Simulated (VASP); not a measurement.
Set up this calculation in VASP 6.6.1, as the native input.

```yaml
Task: single point
Functional: PBEsol
Potentials_or_basis: VASP PAW PBE potentials, release 64 (Ir)
Cutoff: 520 eV
k_mesh: 13 × 13 × 7
Occupations: fermi-dirac, width 0.05 eV
Spin: no spin polarisation
Dipole_correction: no
Further_INCAR_settings: ALGO = Normal; EDIFF = 1e-06; NBANDS = 16
```

The structure of Ir lies in POSCAR:

```
Ir
1.0
    2.7448628762      0.0000000000      0.0000000000
   -1.3724314381      2.3771209807      0.0000000000
    0.0000000000      0.0000000000      4.4466778595
Ir
2
Direct
    0.2733333333      0.6366666667      0.2050000000
    0.7266666667      0.3633333333      0.7950000000
```

This cell differs from its parent crystal: shortest bond scaled by 0.82.

These files were run (other wordings do the same):

INCAR

```
PREC     = Accurate       # precision mode
ENCUT    = 520            # plane-wave cutoff, eV
EDIFF    = 1E-6           # SCF threshold, eV
ISMEAR   = -1             # smearing method
SIGMA    = 0.05           # smearing width, eV
LREAL    = False          # projectors in reciprocal space
LASPH    = True           # aspherical terms in the spheres
NELM     = 60             # most SCF steps
ALGO     = Normal         # electronic algorithm
ISIF     = 2              # what is computed and relaxed
LWAVE    = False          # write WAVECAR
LCHARG   = True           # write CHGCAR
GGA      = PS             # functional
LELF     = True           # ELF
LVHAR    = True         
NBANDS   = 16             # bands
```

KPOINTS

```
regular mesh
0
Gamma
  13 13 7
```

Potentials or basis: VASP PAW PBE potentials, release 64 (Ir).

Command:

```sh
$ cat potpaw_PBE.64/Ir/POTCAR > POTCAR
$ mpirun -np 1 vasp_std > vasp.out
```

It gave:

```yaml
Pressure: 29.5 GPa
Largest_force: 8.440 eV/Å
Band_gap_on_the_k_mesh: zero (bands 9 and 10 overlap by 2.42 eV)
```

Caveat: the cell differs from its parent crystal (shortest bond scaled by 0.82); the cell stands under pressure; the PAW data sets were made with another functional, which shifts forces and pressure a little; spin-orbit coupling is left out, which moves the levels of the heavy elements.

Run time: 3 min on 1 thread of Intel Xeon 8259CL (shared host), peak memory 0.21 GiB.
